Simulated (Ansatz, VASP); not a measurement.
# Cd: VASP beside Ansatz

Contents of INCAR:

```
ALGO     = Fast           # electronic algorithm
EDIFF    = 1E-6           # SCF threshold, eV
ENCUT    = 520            # plane-wave cutoff, eV
GGA      = PS             # functional
ISIF     = 2              # what is computed and relaxed
ISMEAR   = 0              # smearing method
LASPH    = True           # aspherical terms in the spheres
LCHARG   = True           # write CHGCAR
LELF     = True           # ELF
LREAL    = False          # projectors in reciprocal space
LVHAR    = True         
LWAVE    = False          # write WAVECAR
NBANDS   = 12             # bands
NELM     = 60             # most SCF steps
PREC     = Accurate       # precision mode
SIGMA    = 0.15           # smearing width, eV
```

The input KPOINTS:

```
k-points
0
Gamma
  20 20 20
```

The input POSCAR:

```
Cd
1.0
    0.0000000000      1.9762462525      2.7944122010
    1.9762462525      0.0000000000      2.7944122010
    1.9762462525      1.9762462525      0.0000000000
Cd
1
Direct
    0.0000000000      0.0000000000      0.0000000000
```

Input for Ansatz:

```yaml
crystal:
  lattice:
    - [0.0, 1.9762462525, 2.794412201]
    - [1.9762462525, 0.0, 2.794412201]
    - [1.9762462525, 1.9762462525, 0.0]
  atoms:
    - { symbol: Cd, position: [0.0, 0.0, 0.0] }
basis:
  ecutwfc: 420
kpoints:
  mp_grid: { grid: [20, 20, 20] }
hamiltonian:
  xc: pbesol
scf:
  occupations: { method: gaussian, width: 0.15 }
output:
  forces: true
  stress: true
  eigenvalues: true
```

Alike in both runs: task single point; functional PBEsol; k mesh 20 × 20 × 20; occupations gaussian, width 0.15 eV; no spin polarisation.

```csv
,VASP,Ansatz
version,VASP 6.6.1,Ansatz 0.2.0
potentials or method,"VASP PAW PBE potentials, release 64 (Cd), cutoff 520 eV","scalar-relativistic, plane waves, PAW"
valence electrons in the cell,12,20
```

|  | VASP | Ansatz | Ansatz less VASP |
| --- | --- | --- | --- |
| gap on the k mesh at the Fermi level (eV) | none | none | - |
| pressure (GPa) | 3.2 | 2.7 | -0.45 |
| traceless stress, the component that is largest in VASP (GPa) | -5.32 | -5.06 | +0.262 |

VASP's potentials were made for PBE, not for PBEsol. A gap of «none» marks a metal or a gap that the smearing closes. VASP's potentials hold 12 valence electrons a cell and Ansatz's 20, so a difference there can come from the potentials and not from the codes.
